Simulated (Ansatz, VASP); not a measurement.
## Bi: VASP beside Ansatz

File INCAR:

```
SYSTEM = Bi
PREC = Accurate
ENCUT = 520
EDIFF = 1E-6
ISMEAR = 0
SIGMA = 0.1
LREAL = .FALSE.
LASPH = .TRUE.
NELM = 100
ALGO = Normal
ISIF = 2
LWAVE = .FALSE.
LCHARG = .FALSE.
GGA = PE
NBANDS = 14
```

KPOINTS

```
Automatic mesh
0
G
  16 16 16
  0 0 0
```

File POSCAR:

```
Bi
1.0
   -4.2935002977      4.2935002977      1.3997496514
    4.2935002977     -4.2935002977      1.3997496514
    4.2935002977      4.2935002977     -1.3997496514
Bi
1
Direct
    0.0000000000      0.0000000000      0.0000000000
```

Input for Ansatz:

```yaml
crystal:
  lattice:
    - [-4.2935002977, 4.2935002977, 1.3997496514]
    - [4.2935002977, -4.2935002977, 1.3997496514]
    - [4.2935002977, 4.2935002977, -1.3997496514]
  atoms:
    - { symbol: Bi, position: [0.0, 0.0, 0.0] }
basis:
  ecutwfc: 420
kpoints:
  mp_grid: { grid: [16, 16, 16] }
hamiltonian:
  xc: pbe
scf:
  occupations: { method: gaussian, width: 0.1 }
output:
  forces: true
  stress: true
  eigenvalues: true
```

Alike in both runs: task single point; functional PBE; k mesh 16 × 16 × 16; occupations gaussian, width 0.1 eV; no spin polarisation.

```csv
,VASP,Ansatz
version,VASP 6.6.1,Ansatz 0.2.0
potentials or method,"VASP PAW PBE potentials, release 64 (Bi_d), cutoff 520 eV","scalar-relativistic, plane waves, PAW"
valence electrons in the cell,15,15
```

|  | VASP | Ansatz | Ansatz less VASP |
| --- | --- | --- | --- |
| gap on the k mesh at the Fermi level (eV) | none | none | - |
| pressure (GPa) | 0.9 | 0.9 | +0.02 |
| traceless stress, the component that is largest in VASP (GPa) | 1.79 | 1.81 | +0.027 |

A gap of «none» marks a metal or a gap that the smearing closes. With one functional, cell and mesh, what is left measures potentials, basis and numerics.

Neither program's run includes spin-orbit coupling.
